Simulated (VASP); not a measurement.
# NaCl (Imm2) in VASP: relaxation of the atoms with PBEsol

Aim: the relaxation of the atoms of NaCl with PBEsol.

Everything below comes from runs of VASP 6.6.1. Logs are shortened: lines on timing, memory, paths and dates and some standing lists are left out, and cuts for length are marked.

**1. The cell of the first run**

The structure is orthorhombic, space group Imm2 (No. 44). The conventional cell has a = 3.974 Å, b = 5.620 Å, c = 3.974 Å, α = 90.00°, β = 90.00°, γ = 90.00°. Na (site symmetry mm2) has 6 Cl at 2.71 to 2.91 Å within 3.6 Å. Cl (site symmetry mm2) has 6 Na at 2.71 to 2.91 Å within 3.6 Å.

**2. Relaxation of the atoms, PBEsol**

File INCAR:

```
PREC = Accurate
ENCUT = 520
EDIFF = 1E-6
ISMEAR = 0
SIGMA = 0.01
LREAL = F
LASPH = T
NELM = 60
ALGO = Normal
ISIF = 2
LWAVE = F
LCHARG = F
GGA = PS
IBRION = 2
NSW = 100
EDIFFG = -0.01
```

File KPOINTS:

```
Automatic mesh
0
Gamma
  5 5 5
```

File POSCAR:

```
NaCl
1.0
    0.0000000000      2.8100000000      2.8100000000
    2.8100000000      0.0000000000      2.8100000000
    2.8100000000      2.8100000000      0.0000000000
Na Cl
1 1
Direct
    0.0000000000      0.0000000000      0.0355900000
    0.5000000000      0.5000000000      0.5000000000
```

Potentials or basis: VASP PAW PBE potentials, release 64 (Na_pv, Cl).

Started as:

```
cat potpaw_PBE.64/Na_pv/POTCAR potpaw_PBE.64/Cl/POTCAR > POTCAR
mpirun -np 1 vasp_std > vasp.out
```

OUTCAR:

```text
PREC = Accurate
   ENCUT = 520
   EDIFF = 1E-6
   ISMEAR = 0
   LREAL = F
   LASPH = T
   NELM = 60
   ISIF = 2
   GGA = PS
   IBRION = 2
   NSW = 100
   EDIFFG = -0.01

 ion  position               nearest neighbor table
   1  0.000  0.000  0.036-   2 2.71   2 2.71
   2  0.500  0.500  0.500-   1 2.71   1 2.71

  LATTYP: Found a face centered cubic cell.
 ALAT       =     5.6200000000

  Lattice vectors:

 A1 = (   0.0000000000,   2.8100000000,   2.8100000000)
 A2 = (   2.8100000000,   0.0000000000,   2.8100000000)
 A3 = (   2.8100000000,   2.8100000000,   0.0000000000)

Analysis of symmetry for initial positions (statically):
=====================================================================
 Subroutine PRICEL returns:
 Original cell was already a primitive cell.

 Routine SETGRP: Setting up the symmetry group for a
 face centered cubic supercell.

 Subroutine GETGRP returns: Found  4 space group operations
 (whereof  4 operations were pure point group operations)
 out of a pool of 48 trial point group operations.

The static configuration has the point symmetry C_2v.

Analysis of symmetry for dynamics (positions and initial velocities):
=====================================================================
 Subroutine PRICEL returns:
 Original cell was already a primitive cell.

 Routine SETGRP: Setting up the symmetry group for a
 face centered cubic supercell.

 Subroutine GETGRP returns: Found  4 space group operations
 (whereof  4 operations were pure point group operations)
 out of a pool of 48 trial point group operations.

The dynamic configuration has the point symmetry C_2v.

 Subroutine INISYM returns: Found  4 space group operations
 (whereof  4 operations are pure point group operations),
 and found     1 'primitive' translations

----------------------------------------------------------------------------------------

                                     Primitive cell

  volume of cell :      44.3761

  direct lattice vectors                    reciprocal lattice vectors
     0.000000000  2.810000000  2.810000000    -0.177935943  0.177935943  0.177935943
     2.810000000  0.000000000  2.810000000     0.177935943 -0.177935943  0.177935943
     2.810000000  2.810000000  0.000000000     0.177935943  0.177935943 -0.177935943

  length of vectors
     3.973940110  3.973940110  3.973940110     0.308194094  0.308194094  0.308194094

  position of ions in fractional coordinates (direct lattice)
     0.000000000  0.000000000  0.035590000
     0.500000000  0.500000000  0.500000000

  ion indices of the primitive-cell ions
   primitive index   ion index
                 1           1
                 2           2

----------------------------------------------------------------------------------------

 KPOINTS: Automatic mesh

Automatic generation of k-mesh.
 Grid dimensions read from file:
 generate k-points for:    5    5    5

 Generating k-lattice:

  Cartesian coordinates                     Fractional coordinates (reciprocal lattice)
    -0.035587189  0.035587189  0.035587189     0.200000000  0.000000000  0.000000000
     0.035587189 -0.035587189  0.035587189     0.000000000  0.200000000  0.000000000
     0.035587189  0.035587189 -0.035587189     0.000000000  0.000000000  0.200000000

  Length of vectors
     0.061638819  0.061638819  0.061638819

  Shift w.r.t. Gamma in fractional coordinates (k-lattice)
     0.000000000  0.000000000  0.000000000

 Subroutine IBZKPT returns following result:
 ===========================================

 Found     27 irreducible k-points:

 Following reciprocal coordinates:
            Coordinates               Weight
  0.000000  0.000000  0.000000      1.000000
  0.200000  0.000000  0.000000      4.000000
  0.000000  0.000000  0.200000      4.000000
  0.400000  0.000000  0.000000      4.000000
  0.000000  0.000000  0.400000      4.000000
  0.200000  0.200000  0.000000      2.000000
[... 16 lines left out ...]
  0.400000  0.400000 -0.200000      2.000000
 -0.400000  0.400000  0.200000      8.000000
 [... further k-points ...]
   k-points           NKPTS =     27   k-points in BZ     NKDIM =     27   number of bands    NBANDS=     11
   number of dos      NEDOS =    301   number of ions     NIONS =      2
   total plane-waves  NPLWV =  27000
   dimension x,y,z NGX =    30 NGY =   30 NGZ =   30
   dimension x,y,z NGXF=    60 NGYF=   60 NGZF=   60
   ions per type =               1   1
   NGX,Y,Z   is equivalent  to a cutoff of  12.55, 12.55, 12.55 a.u.
   NGXF,Y,Z  is equivalent  to a cutoff of  25.10, 25.10, 25.10 a.u.
 SYSTEM =  unknown system
   PREC   = accura    normal or accurate (medium, high low for compatibility)
   ISTART =      0    job   : 0-new  1-cont  2-samecut
   ICHARG =      2    charge: 1-file 2-atom 10-const
   ISPIN  =      1    spin polarized calculation?
   LNONCOLLINEAR =      F non collinear calculations
   LSORBIT =      F    spin-orbit coupling
   LASPH  =      T    aspherical Exc in radial PAW
   ENCUT  =  520.0 eV  38.22 Ry    6.18 a.u.   7.39  7.39  7.39*2*pi/ulx,y,z
   NELM   =     60;   NELMIN=  2; NELMDL= -5     # of ELM steps
   EDIFF  = 0.1E-05   stopping-criterion for ELM
   LREAL  =      F    real-space projection
   EDIFFG = -.1E-01   stopping-criterion for IOM
   NSW    =    100    number of steps for IOM
   IBRION =      2    ionic relax: 0-MD 1-quasi-New 2-CG
   NFREE  =      1    steps in history (QN), initial steepest desc. (CG)
   ISIF   =      2    stress and relaxation
   ISYM   =      2    0-nonsym 1-usesym 2-fastsym
   POTIM  = 0.5000    time-step for ionic-motion
   TEBEG  =    0.0;   TEEND  =   0.0 temperature during run
   PSTRESS=    0.0 pullay stress
   NELECT =      14.0000    total number of electrons
   NUPDOWN=      -1.0000    fix difference up-down
   EMIN   =  10.00;   EMAX   =-10.00  energy-range for DOS
   EFERMI =   0.00;   METHOD = LEGACY
   ISMEAR =     0;   SIGMA  =   0.01  broadening in eV -4-tet -1-fermi 0-gaus
   EFERMI_NEDOS =   21; number of points for ismear=-14 and -15
   IALGO  =     38    algorithm
   IMIX   =      4    mixing-type and parameters
     AMIX     =   0.40;   BMIX     =  1.00
     AMIX_MAG =   1.60;   BMIX_MAG =  1.00
  volume/ion in A,a.u.               =      22.19       149.73
  Fermi-wavevector in a.u.,A,eV,Ry     =   1.114469  2.106040 16.898985  1.242040
  Thomas-Fermi vector in A             =   2.251064
   LORBIT       =      0    0 simple, 1 ext, 2 COOP (PROOUT), +10 PAW based schemes
   GGA     = PS    functional components
   LHFCALC =     F    Hartree Fock is set to
   AEXX    =    0.0000 exact exchange contribution
   IVDW    =     0    specifies the selected vdW correction
   LEPSILON=     F    determine dielectric tensor
   LRPA    =     F    only Hartree local field effects (RPA)
 conjugate gradient relaxation of ions
 non-spin polarized calculation
 Gauss-broadening in eV      SIGMA  =   0.01
  energy-cutoff  :      520.00
  volume of cell :       44.38
 maximum number of plane-waves:      1243
 NGX is ok and might be reduce to    30
   NGX = 15   NGY = 15   NGZ = 15

--------------------------------------- Ionic step        1  -------------------------------------------

 number of electron      14.0000000 magnetization

 Free energy of the ion-electron system (eV)
  ---------------------------------------------------
  ext. energy  EPLUGINS =         0.00000000
  ---------------------------------------------------
  free energy    TOTEN  =        -6.98395389 eV

  energy without entropy =       -6.98395389  energy(sigma->0) =       -6.98395389

------------------------ aborting loop because EDIFF is reached ----------------------------------------

  FORCE on cell =-STRESS in cart. coord.  units (eV):
  Direction    XX          YY          ZZ          XY          YZ          ZX
  --------------------------------------------------------------------------------------
  -------------------------------------------------------------------------------------
  Total        0.0356826      0.0356826     -0.0764907     -0.0245088      0.0000000      0.0000000
  in kB        1.2883041      1.2883041     -2.7616587     -0.8848800      0.0000000      0.0000000
  external PRESSURE =      -0.0616835 kB  Pullay stress =       0.0000000 kB
[... 129 lines left out ...]
  energy  without entropy=       -6.9961177699  energy(sigma->0) =       -6.99611777

--------------------------------------- Ionic step        5  -------------------------------------------

 number of electron      14.0000000 magnetization

 Free energy of the ion-electron system (eV)
  ---------------------------------------------------
  ext. energy  EPLUGINS =         0.00000000
  ---------------------------------------------------
  free energy    TOTEN  =        -6.99789251 eV

  energy without entropy =       -6.99789251  energy(sigma->0) =       -6.99789251

 E-fermi :  -0.5887     XC(G=0):  -8.3802

 val. band max:       -0.7229377682   @ k =   0.0000   0.0000   0.0000
 cond. band min:       4.2479433864   @ k =   0.0000   0.0000   0.0000
 fundamental gap:      4.9708811546
 Fermi energy:        -0.5887416838

 k-point     1 :       0.0000    0.0000    0.0000
  band No.  band energies     occupation
      1     -21.3545      2.00000
      2     -21.3545      2.00000
      3     -21.3545      2.00000
      4     -13.3915      2.00000
      5      -0.7229      2.00000
      6      -0.7229      2.00000
      7      -0.7229      2.00000
      8       4.2479      0.00000
      9      10.2847      0.00000
     10      10.2847      0.00000
     11      10.2847      0.00000
[... 309 lines left out ...]
 k-point    24 :      -0.4000    0.4000    0.2000
  band No.  band energies     occupation
      1     -21.3747      2.00000
      2     -21.3669      2.00000
      3     -21.3621      2.00000
      4     -12.9889      2.00000
      5      -2.2088      2.00000
      6      -1.7194      2.00000
      7      -1.3288      2.00000
      8       8.0208      0.00000
      9       8.4059      0.00000
     10       8.7950      0.00000
     11      11.2996      0.00000

 [... further k-points ...]
[... 5 lines left out ...]
  --------------------------------------------------------------------------------------
  -------------------------------------------------------------------------------------
  Total       -0.0627670     -0.0627670     -0.0627325      0.0000834      0.0000000      0.0000000
  in kB       -2.2661722     -2.2661722     -2.2649262      0.0030099      0.0000000      0.0000000
  external PRESSURE =      -2.2657569 kB  Pullay stress =       0.0000000 kB
[... 17 lines left out ...]
  FREE ENERGIE OF THE ION-ELECTRON SYSTEM (eV)
  ---------------------------------------------------
  free  energy   TOTEN  =        -6.9978925122 eV

  energy  without entropy=       -6.9978925122  energy(sigma->0) =       -6.99789251

 reached required accuracy - stopping structural energy minimisation
```

Run time: 56 s. Hardware: 1 thread of AMD EPYC 7R13 (Zen 3), shared host; peak memory 0.13 GiB.

Results:

| Item | Value |
| --- | --- |
| Free energy | -6.9979 eV |
| Energy gained by relaxing | 7.0 meV/atom |
| Ionic steps | 5 |
| Pressure after relaxing | -0.2 GPa |
| Band gap on the k mesh | 4.97 eV, direct |

Step by step:
```csv
step,energy change (eV),largest force (eV/Å),pressure (GPa)
1,0.0000,0.1992,-0.01
2,-0.0036,0.1718,-0.06
3,-0.0111,0.0894,-0.17
4,-0.0122,0.0701,-0.19
5,-0.0139,0.0011,-0.23
```

Final structure:
```xyz
2
Lattice="0.0000 2.8100 2.8100 2.8100 0.0000 2.8100 2.8100 2.8100 0.0000" Properties=species:S:1:pos:R:3 pbc="T T T"
Na    0.0500    0.0500    0.0000
Cl    2.8600    2.8600    2.8100
```

Caveat: the PAW data sets were made with another functional, which shifts forces and pressure a little.
